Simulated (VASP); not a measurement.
Set up this calculation in VASP 6.6.1, as the native input.

- Task: single point
- Functional: r2SCAN
- Potentials or basis: VASP PAW PBE potentials, release 64 (Bi_d)
- Cutoff: 550 eV
- k mesh: 7 × 7 × 9
- Occupations: fermi-dirac, width 0.1 eV
- Spin: no spin polarisation
- Dipole correction: no
- Further INCAR settings: ALGO = Normal; EDIFF = 1e-06; NBANDS = 30

Bi:

```
Bi
1.0
     5.70656    0.00000    0.00000
    -2.85328    4.94203    0.00000
     0.00000    0.00000    3.35366
Bi
3
Direct
  0.00000 0.00000 0.00000
  0.33333 0.66667 0.50000
  0.66667 0.33333 0.50000
```

This isn't the form of Bi at room conditions, which is rhombohedral.

One way to write it, as run:

POSCAR

```
Bi
1.0
    5.7065619619      0.0000000000      0.0000000000
   -2.8532809810      4.9420276273      0.0000000000
    0.0000000000      0.0000000000      3.3536636316
Bi
3
Direct
    0.0000000000      1.0000000000      0.0000000000
    0.3333333333      0.6666666667      0.5000000000
    0.6666666667      0.3333333333      0.5000000000
```

INCAR.step1

```
  PREC = Accurate
  ENCUT = 550
  ISMEAR = -1
  SIGMA = 0.1
  LREAL = F
  LASPH = T
  NELM = 120
  NBANDS = 30
  GGA = PE
  ALGO = Normal
  EDIFF = 1E-5
  LWAVE = T
  LCHARG = F
  GGA_COMPAT = F
```

INCAR.step2

```
  PREC = Accurate
  ENCUT = 550
  EDIFF = 1E-6
  ISMEAR = -1
  SIGMA = 0.1
  LREAL = F
  LASPH = T
  NELM = 120
  ALGO = Normal
  ISIF = 2
  LWAVE = F
  LCHARG = T
  METAGGA = R2SCAN
  LMIXTAU = T
  LELF = T
  LVHAR = T
  NBANDS = 30
  ISTART = 1
  GGA_COMPAT = F
```

KPOINTS

```
Automatic mesh
0
Gamma
  7 7 9
```

Potentials or basis: VASP PAW PBE potentials, release 64 (Bi_d).

Launch:

```sh
$ cat potpaw_PBE.64/Bi_d/POTCAR > POTCAR
$ cp INCAR.step1 INCAR
$ mpirun -np 1 vasp_std > vasp.out
$ cp INCAR.step2 INCAR
$ mpirun -np 1 vasp_std > vasp.out
```

It gave:

```json
{"Pressure": "0.0 GPa", "Band gap on the k mesh": "zero (an odd number of electrons rules out a gap without spin polarisation)"}
```

Caveat: the PAW data sets were made with another functional, which shifts forces and pressure a little; spin-orbit coupling is left out, which moves the levels of the heavy elements.

Run time: 10 min on 1 thread of Intel Xeon 8259CL (shared host), peak memory 0.3 GiB.
